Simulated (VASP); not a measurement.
A run of VASP 6.6.1 is set up as follows.

The input INCAR:

```
ALGO = Normal
EDIFF = 1E-6
ENCUT = 520
ISIF = 2
ISMEAR = 0
LASPH = T
LCHARG = T
LELF = T
LREAL = F
LVHAR = T
LWAVE = F
NBANDS = 8
NELM = 80
PREC = Accurate
SIGMA = 0.1
```

The input KPOINTS:

```
k-points
0
Gamma
  18 18 18
```

POSCAR

```
Al
1.0
    0.0000000000      1.9918089539      1.9918089539
    1.9918089539      0.0000000000      1.9918089539
    1.9918089539      1.9918089539      0.0000000000
Al
1
Direct
    0.0000000000      0.0000000000      0.0000000000
```

Potentials or basis: VASP PAW LDA potentials, release 64 (Al).

Command:

```console
$ cat potpaw_LDA.64/Al/POTCAR > POTCAR
$ mpirun -np 1 vasp_std > vasp.out
```

Question: Estimate the pressure.

Answer: 0.1 GPa.
